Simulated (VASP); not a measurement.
Set up this calculation in VASP 6.6.1, as the native input.

- Task: relaxation of cell and atoms
- Functional: PBE
- Potentials or basis: VASP PAW PBE potentials, release 64 (Ta_pv, Nb_sv, Sb)
- Cutoff: 600 eV
- k mesh: 4 × 4 × 4
- Occupations: gaussian, width 0.1 eV
- Spin: no spin polarisation
- Dipole correction: no
- Further INCAR settings: ALGO = Normal; EDIFF = 1e-06; IBRION = 2; EDIFFG = -0.04; NSW = 90; ISIF = 3

The structure of TaNbSb3 lies in POSCAR:

```
TaNbSb3
1.0
    4.7927316570      0.0000000000      0.0000000000
    0.0000000000      4.7927316570      0.0000000000
    0.0000000000      0.0000000000      4.7927316570
Ta Nb Sb
1 1 3
Direct
    0.5000000000      0.5000000000      0.5000000000
    0.0000000000      0.0000000000      0.0000000000
    0.0000000000      0.5000000000      0.5000000000
    0.5000000000      0.0000000000      0.5000000000
    0.5000000000      0.5000000000      0.0000000000
```

The input as run:

INCAR

```
ALGO     = Normal         # electronic algorithm
EDIFF    = 1E-6           # SCF threshold, eV
EDIFFG   = -0.04          # ionic threshold
ENCUT    = 600            # plane-wave cutoff, eV
GGA      = PE             # functional
IBRION   = 2              # ionic algorithm
ISIF     = 3              # what is computed and relaxed
ISMEAR   = 0              # smearing method
LASPH    = T              # aspherical terms in the spheres
LCHARG   = F              # write CHGCAR
LREAL    = F              # projectors in reciprocal space
LWAVE    = F              # write WAVECAR
NELM     = 60             # most SCF steps
NSW      = 90             # ionic steps
PREC     = Accurate       # precision mode
SIGMA    = 0.1            # smearing width, eV
```

KPOINTS

```
k-points
0
Gamma
  4 4 4
```

Potentials or basis: VASP PAW PBE potentials, release 64 (Ta_pv, Nb_sv, Sb).

Command:

```bash
$ cat potpaw_PBE.64/Ta_pv/POTCAR potpaw_PBE.64/Nb_sv/POTCAR potpaw_PBE.64/Sb/POTCAR > POTCAR
$ mpirun -np 1 vasp_std > vasp.out
```

Results of the run:

```yaml
Relaxed_volume: 29.47 Å³/atom
Relaxed_cell: a = 5.282 Å, b = 5.282 Å, c = 5.282 Å, α = 90.00°, β = 90.00°, γ = 90.00°
Space_group_after_relaxing_to_0.05_Å: Pm-3m (No. 221)
Energy_gained_by_relaxing: 678.3 meV/atom
Ionic_steps: 5
Pressure_after_relaxing: 0.0 GPa
```

Caveat: the volume moved by over 15 % at a fixed basis, so the end points are rough.

Wall time 3.1 min on 1 thread of AMD EPYC 9R45 96-Core Processor (Zen 5), with other jobs on the host, peak memory 0.24 GiB.
